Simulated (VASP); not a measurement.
A run of VASP 6.6.1 is set up as follows.

File POSCAR:

```
Se
1.0
   -1.6700976653      1.6700976653      1.6700976653
    1.6700976653     -1.6700976653      1.6700976653
    1.6700976653      1.6700976653     -1.6700976653
Se
1
Direct
    0.0000000000      0.0000000000      0.0000000000
```

Contents of INCAR.step1:

```
PREC = Accurate ; ENCUT = 520
ISMEAR = -1 ; SIGMA = 0.1
LREAL = False ; LASPH = True
NELM = 100 ; NBANDS = 9
GGA = PE ; ALGO = Normal
EDIFF = 1E-4 ; LWAVE = True
LCHARG = False
```

Contents of INCAR.step2:

```
PREC = Accurate ; ENCUT = 520
EDIFF = 1E-6 ; ISMEAR = -1
SIGMA = 0.1 ; LREAL = False
LASPH = True ; NELM = 100
ALGO = Normal ; ISIF = 2
LWAVE = False ; LCHARG = False
METAGGA = R2SCAN ; LMIXTAU = True
NBANDS = 9 ; ISTART = 1
```

File KPOINTS:

```
Automatic mesh
0
Gamma
  15 15 15
```

Potentials or basis: VASP PAW PBE potentials, release 64 (Se).

Launch:

```sh
$ cat potpaw_PBE.64/Se/POTCAR > POTCAR
$ cp INCAR.step1 INCAR
$ mpirun -np 1 vasp_std > vasp.out
$ cp INCAR.step2 INCAR
$ mpirun -np 1 vasp_std > vasp.out
```

Task: Estimate the pressure.

Result: 8.0 GPa.

Task: What does it give for the band gap on the k mesh?

Result: Zero (band 3 reaches 9.98 eV, above the bottom of band 4 at 2.65 eV).

Caveat: the PAW data sets were made with another functional, which shifts forces and pressure a little.
